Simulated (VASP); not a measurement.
# Sn (P6_3/mmc) in VASP: further runs

The runs below take Sn through relaxation of cell and atoms, with PBEsol.

Everything below comes from runs of VASP 6.6.1. Logs are shortened: lines on timing, memory, paths and dates and some standing lists are left out, and cuts for length are marked.

### 1 The cell of the first run

It takes space group P6_3/mmc (No. 194, hexagonal). Conventional cell: a = 4.017 Å, b = 4.017 Å, c = 10.940 Å, α = 90.00°, β = 90.00°, γ = 120.00°. Within 3.1 Å of Sn (site symmetry -6m2) lie 3 Sn at 2.32 Å. Sn (site symmetry -6m2) has 3 Sn at 2.32 Å within 3.1 Å.

This isn't the form of Sn at room conditions, which is tetragonal (white tin).

### 2 Relaxation of cell and atoms, PBEsol

File INCAR:

```
SYSTEM = Sn
PREC = Accurate ; ENCUT = 600
EDIFF = 1E-6 ; ISMEAR = 0
SIGMA = 0.1 ; LREAL = .FALSE.
LASPH = .TRUE. ; NELM = 80
ALGO = Fast ; ISIF = 3
LWAVE = .FALSE. ; LCHARG = .FALSE.
GGA = PS ; IBRION = 2
NSW = 90 ; EDIFFG = -0.04
```

File KPOINTS:

```
Automatic mesh
0
G
  6 6 2
  0 0 0
```

File POSCAR:

```
Sn
1.0
    4.0166735406      0.0000000000      0.0000000000
   -2.0083367703      3.4785413248      0.0000000000
    0.0000000000      0.0000000000     10.9397206186
Sn
4
Direct
    0.0000000000      0.0000000000      0.2500000000
    0.0000000000      0.0000000000      0.7500000000
    0.3333333333      0.6666666667      0.7500000000
    0.6666666667      0.3333333333      0.2500000000
```

Potentials or basis: VASP PAW PBE potentials, release 64 (Sn_d).

Run with:

```console
$ cat potpaw_PBE.64/Sn_d/POTCAR > POTCAR
$ mpirun -np 1 vasp_std > vasp.out
```

OUTCAR:

```text
SYSTEM = Sn
   PREC = Accurate
   ENCUT = 600
   EDIFF = 1E-6
   ISMEAR = 0
   LREAL = .FALSE.
   LASPH = .TRUE.
   NELM = 80
   ISIF = 3
   GGA = PS
   IBRION = 2
   NSW = 90
   EDIFFG = -0.04

 ion  position               nearest neighbor table
   1  0.000  0.000  0.250-   4 2.32   4 2.32   4 2.32
   2  0.000  0.000  0.750-   3 2.32   3 2.32   3 2.32
   3  0.333  0.667  0.750-   2 2.32   2 2.32   2 2.32
   4  0.667  0.333  0.250-   1 2.32   1 2.32   1 2.32

  LATTYP: Found a hexagonal cell.
 ALAT       =     4.0166735406
 C/A-ratio  =     2.7235772357

  Lattice vectors:

 A1 = (   4.0166735406,   0.0000000000,   0.0000000000)
 A2 = (  -2.0083367703,   3.4785413248,   0.0000000000)
 A3 = (   0.0000000000,   0.0000000000,  10.9397206186)

Analysis of symmetry for initial positions (statically):
=====================================================================
 Subroutine PRICEL returns:
 Original cell was already a primitive cell.

 Routine SETGRP: Setting up the symmetry group for a
 hexagonal supercell.

 Subroutine GETGRP returns: Found 24 space group operations
 (whereof 12 operations were pure point group operations)
 out of a pool of 24 trial point group operations.

The static configuration has the point symmetry D_3d.
 The point group associated with its full space group is D_6h.

Analysis of symmetry for dynamics (positions and initial velocities):
=====================================================================
 Subroutine PRICEL returns:
 Original cell was already a primitive cell.

 Routine SETGRP: Setting up the symmetry group for a
 hexagonal supercell.

 Subroutine GETGRP returns: Found 24 space group operations
 (whereof 12 operations were pure point group operations)
 out of a pool of 24 trial point group operations.

The dynamic configuration has the point symmetry D_3d.
 The point group associated with its full space group is D_6h.

 Subroutine INISYM returns: Found 24 space group operations
 (whereof 12 operations are pure point group operations),
 and found     1 'primitive' translations

----------------------------------------------------------------------------------------

                                     Primitive cell

  volume of cell :     152.8516

  direct lattice vectors                    reciprocal lattice vectors
     4.016673541  0.000000000  0.000000000     0.248962230  0.143738410  0.000000000
    -2.008336770  3.478541325  0.000000000     0.000000000  0.287476820  0.000000000
     0.000000000  0.000000000 10.939720619     0.000000000  0.000000000  0.091410013

  length of vectors
     4.016673541  4.016673541 10.939720619     0.287476820  0.287476820  0.091410013

  position of ions in fractional coordinates (direct lattice)
     0.000000000  0.000000000  0.250000000
     0.000000000  0.000000000  0.750000000
     0.333333333  0.666666667  0.750000000
     0.666666667  0.333333333  0.250000000

  ion indices of the primitive-cell ions
   primitive index   ion index
                 1           1
                 2           2
                 3           3
                 4           4

----------------------------------------------------------------------------------------

 KPOINTS: Automatic mesh

Automatic generation of k-mesh.
 Grid dimensions read from file:
 generate k-points for:    6    6    2

 Generating k-lattice:

  Cartesian coordinates                     Fractional coordinates (reciprocal lattice)
     0.041493705  0.023956402  0.000000000     0.166666667 -0.000000000  0.000000000
     0.000000000  0.047912803  0.000000000     0.000000000  0.166666667  0.000000000
     0.000000000  0.000000000  0.045705006     0.000000000  0.000000000  0.500000000

  Length of vectors
     0.047912803  0.047912803  0.045705006

  Shift w.r.t. Gamma in fractional coordinates (k-lattice)
     0.000000000  0.000000000  0.000000000

 Subroutine IBZKPT returns following result:
 ===========================================

 Found     14 irreducible k-points:

 Following reciprocal coordinates:
            Coordinates               Weight
  0.000000  0.000000  0.000000      1.000000
  0.166667  0.000000  0.000000      6.000000
  0.333333  0.000000  0.000000      6.000000
  0.500000  0.000000  0.000000      3.000000
  0.166667  0.166667  0.000000      6.000000
  0.333333  0.166667  0.000000     12.000000
  0.333333  0.333333  0.000000      2.000000
  0.000000  0.000000  0.500000      1.000000
  0.166667  0.000000  0.500000      6.000000
  0.333333  0.000000  0.500000      6.000000
  0.500000  0.000000  0.500000      3.000000
  0.166667  0.166667  0.500000      6.000000
  0.333333  0.166667  0.500000     12.000000
  0.333333  0.333333  0.500000      2.000000
   k-points           NKPTS =     14   k-points in BZ     NKDIM =     14   number of bands    NBANDS=     33
   number of dos      NEDOS =    301   number of ions     NIONS =      4
   total plane-waves  NPLWV =  92160
   dimension x,y,z NGX =    32 NGY =   32 NGZ =   90
   dimension x,y,z NGXF=    64 NGYF=   64 NGZF=  180
   ions per type =               4
   NGX,Y,Z   is equivalent  to a cutoff of  13.24, 13.24, 13.68 a.u.
   NGXF,Y,Z  is equivalent  to a cutoff of  26.49, 26.49, 27.35 a.u.
 SYSTEM =  Sn
   PREC   = accura    normal or accurate (medium, high low for compatibility)
   ISTART =      0    job   : 0-new  1-cont  2-samecut
   ICHARG =      2    charge: 1-file 2-atom 10-const
   ISPIN  =      1    spin polarized calculation?
   LNONCOLLINEAR =      F non collinear calculations
   LSORBIT =      F    spin-orbit coupling
   LASPH  =      T    aspherical Exc in radial PAW
   ENCUT  =  600.0 eV  44.10 Ry    6.64 a.u.   8.02  8.02 21.85*2*pi/ulx,y,z
   NELM   =     80;   NELMIN=  2; NELMDL= -5     # of ELM steps
   EDIFF  = 0.1E-05   stopping-criterion for ELM
   LREAL  =      F    real-space projection
   EDIFFG = -.4E-01   stopping-criterion for IOM
   NSW    =     90    number of steps for IOM
   IBRION =      2    ionic relax: 0-MD 1-quasi-New 2-CG
   NFREE  =      1    steps in history (QN), initial steepest desc. (CG)
   ISIF   =      3    stress and relaxation
   ISYM   =      2    0-nonsym 1-usesym 2-fastsym
   POTIM  = 0.5000    time-step for ionic-motion
   TEBEG  =    0.0;   TEEND  =   0.0 temperature during run
   PSTRESS=    0.0 pullay stress
   NELECT =      56.0000    total number of electrons
   NUPDOWN=      -1.0000    fix difference up-down
   EMIN   =  10.00;   EMAX   =-10.00  energy-range for DOS
   EFERMI =   0.00;   METHOD = LEGACY
   ISMEAR =     0;   SIGMA  =   0.10  broadening in eV -4-tet -1-fermi 0-gaus
   EFERMI_NEDOS =   21; number of points for ismear=-14 and -15
   IALGO  =     68    algorithm
   IMIX   =      4    mixing-type and parameters
     AMIX     =   0.40;   BMIX     =  1.00
     AMIX_MAG =   1.60;   BMIX_MAG =  1.00
  volume/ion in A,a.u.               =      38.21       257.87
  Fermi-wavevector in a.u.,A,eV,Ry     =   1.171424  2.213671 18.670386  1.372235
  Thomas-Fermi vector in A             =   2.307868
   LORBIT       =      0    0 simple, 1 ext, 2 COOP (PROOUT), +10 PAW based schemes
   GGA     = PS    functional components
   LHFCALC =     F    Hartree Fock is set to
   AEXX    =    0.0000 exact exchange contribution
   IVDW    =     0    specifies the selected vdW correction
   LEPSILON=     F    determine dielectric tensor
   LRPA    =     F    only Hartree local field effects (RPA)
 conjugate gradient relaxation of ions
 non-spin polarized calculation
 RMM-DIIS sequential band-by-band and
 Gauss-broadening in eV      SIGMA  =   0.10
  energy-cutoff  :      600.00
  volume of cell :      152.85
 maximum number of plane-waves:      5118
   NGX = 17   NGY = 17   NGZ = 43

--------------------------------------- Ionic step        1  -------------------------------------------

 number of electron      55.9999993 magnetization

 Free energy of the ion-electron system (eV)
  ---------------------------------------------------
  ext. energy  EPLUGINS =         0.00000000
  ---------------------------------------------------
  free energy    TOTEN  =        -8.65413297 eV

  energy without entropy =       -8.64476305  energy(sigma->0) =       -8.64944801

------------------------ aborting loop because EDIFF is reached ----------------------------------------

  FORCE on cell =-STRESS in cart. coord.  units (eV):
  Direction    XX          YY          ZZ          XY          YZ          ZX
  --------------------------------------------------------------------------------------
  -------------------------------------------------------------------------------------
  Total       44.0508079     44.0508079     -0.5019825      0.0000000      0.0000000      0.0000000
  in kB      461.7368399    461.7368399     -5.2617377      0.0000000      0.0000000      0.0000000
  external PRESSURE =     306.0706474 kB  Pullay stress =       0.0000000 kB
[... 1631 lines left out ...]
     32      10.3150      0.00000
     33      10.8035      0.00000

[... ionic steps 4 to 38 ...]

--------------------------------------- Ionic step       39  -------------------------------------------

 number of electron      55.9999992 magnetization

------------------------ aborting loop because EDIFF is reached ----------------------------------------

  FORCE on cell =-STRESS in cart. coord.  units (eV):
  Direction    XX          YY          ZZ          XY          YZ          ZX
  --------------------------------------------------------------------------------------
  -------------------------------------------------------------------------------------
  Total       -0.1321910     -0.1321910      0.4526692      0.0000000      0.0000000     -0.0000000
  in kB       -1.6513570     -1.6513570      5.6548356      0.0000000      0.0000000     -0.0000000
  external PRESSURE =       0.7840405 kB  Pullay stress =       0.0000000 kB
[... 61 lines left out ...]
  energy  without entropy=      -15.5852384906  energy(sigma->0) =      -15.59357898

--------------------------------------- Ionic step       41  -------------------------------------------

 number of electron      55.9999991 magnetization

 Free energy of the ion-electron system (eV)
  ---------------------------------------------------
  ext. energy  EPLUGINS =         0.00000000
  ---------------------------------------------------
  free energy    TOTEN  =       -15.60284669 eV

  energy without entropy =      -15.58554891  energy(sigma->0) =      -15.59419780

 E-fermi :   6.0974     XC(G=0):  -9.5585

 val. band max:        6.0275480745   @ k =   0.1667   0.1667   0.5000
 cond. band min:       6.1656366316   @ k =   0.1667   0.1667   0.0000
 fundamental gap:      0.1380885571
 Fermi energy:         6.0974400302

 k-point     1 :       0.0000    0.0000    0.0000
  band No.  band energies     occupation
      1     -15.9491      2.00000
      2     -15.6433      2.00000
      3     -15.6433      2.00000
      4     -15.5013      2.00000
      5     -15.5013      2.00000
      6     -15.4710      2.00000
[... 524 lines left out ...]
  FREE ENERGIE OF THE ION-ELECTRON SYSTEM (eV)
  ---------------------------------------------------
  free  energy   TOTEN  =       -15.6028466858 eV

  energy  without entropy=      -15.5855489106  energy(sigma->0) =      -15.59419780

 reached required accuracy - stopping structural energy minimisation
```

Wall time 21 min (1 thread of AMD EPYC 9R45 (Zen 5), shared host); peak memory 0.31 GiB.

Results:

```yaml
Free_energy: -15.6028 eV
Relaxed_volume: 32.10 Å³/atom
Relaxed_cell: a = 5.141 Å, b = 5.141 Å, c = 5.610 Å, α = 90.00°, β = 90.00°, γ = 120.00°
Space_group_after_relaxing_to_0.1_Å: P6_3/mmc (No. 194)
Energy_gained_by_relaxing: 1737.2 meV/atom
Ionic_steps: 41
Pressure_after_relaxing: 0.0 GPa
Band_gap_on_the_k_mesh: zero (bands 28 and 29 overlap by 2.36 eV)
```

Step by step:
```
step  energy change (eV)  largest force (eV/Å)  pressure (GPa)  volume (Å³)
   1              0.0000                0.0000           30.61       152.85
   3             -5.5199                0.0000           -2.04       224.84
   5             -5.6719                0.0000            0.12       207.91
   7             -5.6773                0.0000           -0.19       208.48
   9             -5.7133                0.0000           -0.24       197.46
  11             -6.0735                0.0000            0.16       153.36
  13             -6.2578                0.0000            1.15       146.00
  15             -6.4933                0.0000            3.89       125.10
  17             -6.4963                0.0000            3.37       127.16
  19             -6.4999                0.0000            3.57       126.35
  21             -6.5098                0.0000            4.41       123.11
  23             -6.5470                0.0000            6.23       117.63
  25             -6.5676                0.0000            6.71       114.93
  27             -6.6842                0.0000            5.07       117.76
  29             -6.8737                0.0000           -0.66       131.08
  31             -6.8755                0.0000           -0.20       129.64
  33             -6.8866                0.0000           -0.18       129.18
  35             -6.9413                0.0000            0.36       127.02
  37             -6.9449                0.0000            0.51       126.61
  39             -6.9471                0.0000            0.08       128.25
  41             -6.9487                0.0000           -0.04       128.40
```

Final structure:
```yaml
crystal:
  lattice:
    - [5.14081, 0.00000, 0.00000]
    - [-2.57040, 4.45207, 0.00000]
    - [0.00000, 0.00000, 5.61000]
  atoms:
    - { symbol: Sn, position: [0.00000, 0.00000, 0.25000] }
    - { symbol: Sn, position: [0.00000, 0.00000, 0.75000] }
    - { symbol: Sn, position: [0.33333, 0.66667, 0.75000] }
    - { symbol: Sn, position: [0.66667, 0.33333, 0.25000] }
```

Caveat: the volume moved by over 15 % at a fixed basis, so the end points are rough; the PAW data sets were made with another functional, which shifts forces and pressure a little; spin-orbit coupling is left out, which moves the levels of the heavy elements.

(Continued in part 2 of 2.)
